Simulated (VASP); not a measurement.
# W (I4/mmm) in VASP: a series of runs

W is run at these levels: LDA; tasks: single point.

Program: VASP 6.6.1. These are calculated values, not measurements. Logs are shortened: lines on timing, memory, paths and dates and some standing lists are left out, and cuts for length are marked.

## (1) The cell of the first run

Symmetry: I4/mmm, No. 139, tetragonal system. Conventional cell: a = 2.625 Å, b = 2.625 Å, c = 4.332 Å, α = 90.00°, β = 90.00°, γ = 90.00°. Within 3.5 Å of W (site symmetry 4/mmm) lie 12 W at 2.62 to 2.85 Å.

## (2) Single point, LDA (14.92 Å³/atom)

INCAR reads:

```
PREC     = Accurate       # precision mode
ENCUT    = 520            # plane-wave cutoff, eV
EDIFF    = 1E-7           # SCF threshold, eV
ISMEAR   = 0              # smearing method
SIGMA    = 0.15           # smearing width, eV
LREAL    = False          # projectors in reciprocal space
LASPH    = True           # aspherical terms in the spheres
NELM     = 100            # most SCF steps
ALGO     = Fast           # electronic algorithm
ISIF     = 2              # what is computed and relaxed
LWAVE    = False          # write WAVECAR
LCHARG   = False          # write CHGCAR
GGA      = CA             # functional
NBANDS   = 13             # bands
```

KPOINTS reads:

```
Automatic mesh
0
Gamma
  22 22 22
```

POSCAR reads:

```
W
1.0
    0.0000000000      1.8561133570      2.1660842876
    1.8561133570      0.0000000000      2.1660842876
    1.8561133570      1.8561133570      0.0000000000
W
1
Direct
    0.0000000000      0.0000000000      0.0000000000
```

Potentials or basis: VASP PAW LDA potentials, release 64 (W_sv).

Started as:

```
> cat potpaw_LDA.64/W_sv/POTCAR > POTCAR
> mpirun -np 1 vasp_std > vasp.out
```

OUTCAR:

```text
PREC = Accurate
   ENCUT = 520
   EDIFF = 1E-7
   ISMEAR = 0
   LREAL = False
   LASPH = True
   NELM = 100
   ISIF = 2
   GGA = CA

 ion  position               nearest neighbor table
   1  0.000  0.000  0.000-

  LATTYP: Found a body centered tetragonal cell.
 ALAT       =     2.6249406828
 C/A-ratio  =     1.6503872273

  Lattice vectors:

 A1 = (  -1.8561133570,   0.0000000000,   2.1660842876)
 A2 = (   1.8561133570,   0.0000000000,   2.1660842876)
 A3 = (   0.0000000000,   1.8561133570,  -2.1660842876)

Analysis of symmetry for initial positions (statically):
=====================================================================
 Subroutine PRICEL returns:
 Original cell was already a primitive cell.

 Routine SETGRP: Setting up the symmetry group for a
 body centered tetragonal supercell.

 Subroutine GETGRP returns: Found 16 space group operations
 (whereof 16 operations were pure point group operations)
 out of a pool of 16 trial point group operations.

The static configuration has the point symmetry D_4h.

Analysis of symmetry for dynamics (positions and initial velocities):
=====================================================================
 Subroutine PRICEL returns:
 Original cell was already a primitive cell.

 Routine SETGRP: Setting up the symmetry group for a
 body centered tetragonal supercell.

 Subroutine GETGRP returns: Found 16 space group operations
 (whereof 16 operations were pure point group operations)
 out of a pool of 16 trial point group operations.

The dynamic configuration has the point symmetry D_4h.

 Subroutine INISYM returns: Found 16 space group operations
 (whereof 16 operations are pure point group operations),
 and found     1 'primitive' translations

----------------------------------------------------------------------------------------

                                     Primitive cell

  volume of cell :      14.9250

  direct lattice vectors                    reciprocal lattice vectors
     0.000000000  1.856113357  2.166084288    -0.269380099  0.269380099  0.230831276
     1.856113357  0.000000000  2.166084288     0.269380099 -0.269380099  0.230831276
     1.856113357  1.856113357  0.000000000     0.269380099  0.269380099 -0.230831276

  length of vectors
     2.852556386  2.852556386  2.624940683     0.445437261  0.445437261  0.445437261

  position of ions in fractional coordinates (direct lattice)
     0.000000000  0.000000000  0.000000000

  ion indices of the primitive-cell ions
   primitive index   ion index
                 1           1

----------------------------------------------------------------------------------------

 KPOINTS: Automatic mesh

Automatic generation of k-mesh.
 Grid dimensions read from file:
 generate k-points for:   22   22   22

 Generating k-lattice:

  Cartesian coordinates                     Fractional coordinates (reciprocal lattice)
    -0.012244550  0.012244550  0.010492331     0.045454545  0.000000000  0.000000000
     0.012244550 -0.012244550  0.010492331     0.000000000  0.045454545  0.000000000
     0.012244550  0.012244550 -0.010492331    -0.000000000 -0.000000000  0.045454545

  Length of vectors
     0.020247148  0.020247148  0.020247148

  Shift w.r.t. Gamma in fractional coordinates (k-lattice)
     0.000000000  0.000000000  0.000000000

 Subroutine IBZKPT returns following result:
 ===========================================

 Found    834 irreducible k-points:

 Following reciprocal coordinates:
            Coordinates               Weight
  0.000000  0.000000  0.000000      1.000000
  0.045455 -0.000000  0.000000      8.000000
  0.090909 -0.000000  0.000000      8.000000
  0.136364 -0.000000  0.000000      8.000000
  0.181818  0.000000  0.000000      8.000000
  0.227273  0.000000  0.000000      8.000000
[... 16 lines left out ...]
  0.500000  0.045455  0.000000      8.000000
 -0.454545  0.045455  0.000000      8.000000
 [... further k-points ...]
   k-points           NKPTS =    834   k-points in BZ     NKDIM =    834   number of bands    NBANDS=     13
   number of dos      NEDOS =    301   number of ions     NIONS =      1
   total plane-waves  NPLWV =  11520
   dimension x,y,z NGX =    24 NGY =   24 NGZ =   20
   dimension x,y,z NGXF=    48 NGYF=   48 NGZF=   40
   ions per type =               1
   NGX,Y,Z   is equivalent  to a cutoff of  13.99, 13.99, 12.67 a.u.
   NGXF,Y,Z  is equivalent  to a cutoff of  27.97, 27.97, 25.33 a.u.
 SYSTEM =  unknown system
   PREC   = accura    normal or accurate (medium, high low for compatibility)
   ISTART =      0    job   : 0-new  1-cont  2-samecut
   ICHARG =      2    charge: 1-file 2-atom 10-const
   ISPIN  =      1    spin polarized calculation?
   LNONCOLLINEAR =      F non collinear calculations
   LSORBIT =      F    spin-orbit coupling
   LASPH  =      T    aspherical Exc in radial PAW
   ENCUT  =  520.0 eV  38.22 Ry    6.18 a.u.   5.30  5.30  4.88*2*pi/ulx,y,z
   NELM   =    100;   NELMIN=  2; NELMDL= -5     # of ELM steps
   EDIFF  = 0.1E-06   stopping-criterion for ELM
   LREAL  =      F    real-space projection
   EDIFFG = 0.1E-05   stopping-criterion for IOM
   NSW    =      0    number of steps for IOM
   IBRION =     -1    ionic relax: 0-MD 1-quasi-New 2-CG
   NFREE  =      0    steps in history (QN), initial steepest desc. (CG)
   ISIF   =      2    stress and relaxation
   ISYM   =      2    0-nonsym 1-usesym 2-fastsym
   POTIM  = 0.5000    time-step for ionic-motion
   TEBEG  =    0.0;   TEEND  =   0.0 temperature during run
   PSTRESS=    0.0 pullay stress
   NELECT =      14.0000    total number of electrons
   NUPDOWN=      -1.0000    fix difference up-down
   EMIN   =  10.00;   EMAX   =-10.00  energy-range for DOS
   EFERMI =   0.00;   METHOD = LEGACY
   ISMEAR =     0;   SIGMA  =   0.15  broadening in eV -4-tet -1-fermi 0-gaus
   EFERMI_NEDOS =   21; number of points for ismear=-14 and -15
   IALGO  =     68    algorithm
   IMIX   =      4    mixing-type and parameters
     AMIX     =   0.40;   BMIX     =  1.00
     AMIX_MAG =   1.60;   BMIX_MAG =  1.00
  volume/ion in A,a.u.               =      14.92       100.72
  Fermi-wavevector in a.u.,A,eV,Ry     =   1.602554  3.028388 34.942210  2.568180
  Thomas-Fermi vector in A             =   2.699357
   LORBIT       =      0    0 simple, 1 ext, 2 COOP (PROOUT), +10 PAW based schemes
   GGA     = CA    functional components
   LHFCALC =     F    Hartree Fock is set to
   AEXX    =    0.0000 exact exchange contribution
   IVDW    =     0    specifies the selected vdW correction
   LEPSILON=     F    determine dielectric tensor
   LRPA    =     F    only Hartree local field effects (RPA)
 non-spin polarized calculation
 RMM-DIIS sequential band-by-band and
 Gauss-broadening in eV      SIGMA  =   0.15
  energy-cutoff  :      520.00
  volume of cell :       14.92
 maximum number of plane-waves:       416
 NGX is ok and might be reduce to    24
   NGX = 11   NGY = 11   NGZ =  9

 number of electron      14.0000002 magnetization

 Free energy of the ion-electron system (eV)
  ---------------------------------------------------
  ext. energy  EPLUGINS =         0.00000000
  ---------------------------------------------------
  free energy    TOTEN  =       -13.65314687 eV

  energy without entropy =      -13.64387411  energy(sigma->0) =      -13.64851049

 E-fermi :  12.0982     XC(G=0): -14.1577

 val. band max:       12.0961952336   @ k =   0.3182   0.0000   0.2727
 cond. band min:      12.0993846908   @ k =   0.1818   0.0455   0.1364
 fundamental gap:      0.0031894571
 Fermi energy:        12.0982146006

 k-point     1 :       0.0000    0.0000    0.0000
  band No.  band energies     occupation
      1     -61.4007      2.00000
      2     -25.2580      2.00000
      3     -25.0274      2.00000
      4     -25.0274      2.00000
      5       2.3604      2.00000
      6       9.5472      2.00000
      7      11.9920      1.68335
      8      11.9920      1.68334
      9      12.4372      0.00139
     10      16.2184      0.00000
     11      25.0776      0.00000
     12      27.2523      0.00000
     13      32.2866      0.00000

 k-point     2 :       0.0455   -0.0000    0.0000
  band No.  band energies     occupation
      1     -61.3971      2.00000
      2     -25.2697      2.00000
      3     -25.0602      2.00000
      4     -25.0283      2.00000
      5       2.4648      2.00000
      6       9.5861      2.00000
      7      11.8974      1.94163
      8      12.0402      1.41582
      9      12.4374      0.00139
     10      16.1323      0.00000
     11      25.2875      0.00000
     12      27.3863      0.00000
     13      31.7564      0.00000

 k-point     3 :       0.0909   -0.0000    0.0000
  band No.  band energies     occupation
      1     -61.3866      2.00000
      2     -25.3129      2.00000
      3     -25.1461      2.00000
      4     -25.0310      2.00000
      5       2.7687      2.00000
      6       9.6874      2.00000
      7      11.6135      2.00000
      8      12.1783      0.45019
      9      12.4942      0.00019
     10      15.8980      0.00000
     11      25.8453      0.00000
     12      27.7436      0.00000
     13      30.8351      0.00000

 k-point     4 :       0.1364   -0.0000    0.0000
  band No.  band energies     occupation
      1     -61.3701      2.00000
      2     -25.4230      2.00000
      3     -25.2364      2.00000
      4     -25.0352      2.00000
      5       3.2433      2.00000
      6       9.8098      2.00000
      7      11.2059      2.00000
      8      12.3839      0.00708
      9      12.6817      0.00000
     10      15.5799      0.00000
     11      26.4828      0.00000
     12      28.1296      0.00000
     13      30.3709      0.00000

 k-point     5 :       0.1818    0.0000    0.0000
  band No.  band energies     occupation
      1     -61.3487      2.00000
      2     -25.6123      2.00000
      3     -25.2994      2.00000
      4     -25.0406      2.00000
      5       3.8370      2.00000
      6       9.9127      2.00000
      7      10.7792      2.00000
      8      12.6065      0.00000
      9      13.0548      0.00000
     10      15.2761      0.00000
     11      26.5498      0.00000
     12      28.5720      0.00000
     13      30.9475      0.00000
[... 257 lines left out ...]
 k-point    22 :       0.4545    0.0455    0.0000
  band No.  band energies     occupation
      1     -61.2298      2.00000
      2     -26.6715      2.00000
      3     -25.5480      2.00000
      4     -25.0815      2.00000
      5       5.7133      2.00000
      6       9.5367      2.00000
      7      12.1778      0.45284
      8      12.4183      0.00255
      9      16.7317      0.00000
     10      17.3055      0.00000
     11      23.7910      0.00000
     12      24.8409      0.00000
     13      32.6660      0.00000

 k-point    23 :       0.5000    0.0455    0.0000
  band No.  band energies     occupation
      1     -61.2220      2.00000
      2     -26.7394      2.00000
      3     -25.5601      2.00000
      4     -25.0774      2.00000
      5       5.7066      2.00000
      6       9.5444      2.00000
      7      12.0736      1.18315
      8      12.7737      0.00000
      9      16.8068      0.00000
     10      17.8502      0.00000
     11      23.7294      0.00000
     12      24.3245      0.00000
     13      31.5684      0.00000

 k-point    24 :      -0.4545    0.0455    0.0000
  band No.  band energies     occupation
      1     -61.2214      2.00000
      2     -26.7470      2.00000
      3     -25.5585      2.00000
      4     -25.0714      2.00000
      5       5.7104      2.00000
      6       9.5972      2.00000
      7      12.0535      1.32660
      8      12.6316      0.00000
      9      16.6648      0.00000
     10      18.0348      0.00000
     11      23.6782      0.00000
     12      24.6194      0.00000
     13      31.2194      0.00000

 [... further k-points ...]

------------------------ aborting loop because EDIFF is reached ----------------------------------------

  FORCE on cell =-STRESS in cart. coord.  units (eV):
  Direction    XX          YY          ZZ          XY          YZ          ZX
  --------------------------------------------------------------------------------------
  -------------------------------------------------------------------------------------
  Total        1.8159795      1.8159795      2.1125791      0.0000000      0.0000000     -0.0000000
  in kB      194.9427901    194.9427901    226.7823297      0.0000000      0.0000000     -0.0000000
  external PRESSURE =     205.5559700 kB  Pullay stress =       0.0000000 kB

 VOLUME and BASIS-vectors are now :
 -----------------------------------------------------------------------------
  energy-cutoff  :      520.00
  volume of cell :       14.92
      direct lattice vectors                 reciprocal lattice vectors
     0.000000000  1.856113357  2.166084288    -0.269380099  0.269380099  0.230831276
     1.856113357  0.000000000  2.166084288     0.269380099 -0.269380099  0.230831276
     1.856113357  1.856113357  0.000000000     0.269380099  0.269380099 -0.230831276

 POSITION                                       TOTAL-FORCE (eV/Angst)
 -----------------------------------------------------------------------------------
      0.00000      0.00000      0.00000        -0.000000      0.000000      0.000000
 -----------------------------------------------------------------------------------
    total drift:                                0.000000      0.000000      0.000000

  FREE ENERGIE OF THE ION-ELECTRON SYSTEM (eV)
  ---------------------------------------------------
  free  energy   TOTEN  =       -13.6531468693 eV

  energy  without entropy=      -13.6438741102  energy(sigma->0) =      -13.64851049
```

Wall time 1.7 min (1 thread of Intel Xeon Platinum 8375C at 2.90GHz (Ice Lake), shared host); peak memory 0.25 GiB.

What came out:

```
Free energy            : -13.6531 eV
Pressure               : 20.6 GPa
Band gap on the k mesh : zero (bands 7 and 8 overlap by 5.17 eV)
```

Stress tensor (GPa, compression positive):
```
19.49  0.00  0.00
 0.00 19.49  0.00
 0.00  0.00 22.68
```

Levels at points of the mesh, in eV from the Fermi level:
```csv
k point,band 3,band 4,band 5,band 6,band 7,band 8,band 9,band 10,band 11,band 12
"(0.00, 0.00, 0.00)",-37.13,-37.13,-9.74,-2.55,-0.11,-0.11,0.34,4.12,12.98,15.15
"(0.50, 0.00, 0.00)",-37.64,-37.17,-6.48,-2.47,-0.10,0.83,4.69,5.67,11.80,12.07
"(0.50, 0.50, 0.00)",-37.46,-37.46,-6.59,-5.31,1.40,5.64,5.93,5.93,11.87,13.98
"(0.50, 0.00, 0.50)",-38.16,-37.72,-6.57,-5.46,4.44,4.54,4.55,7.73,10.32,13.19
```

Caveat: the cell stands under pressure; spin-orbit coupling is left out, which moves the levels of the heavy elements.

(Part 1 of 2 ends here.)
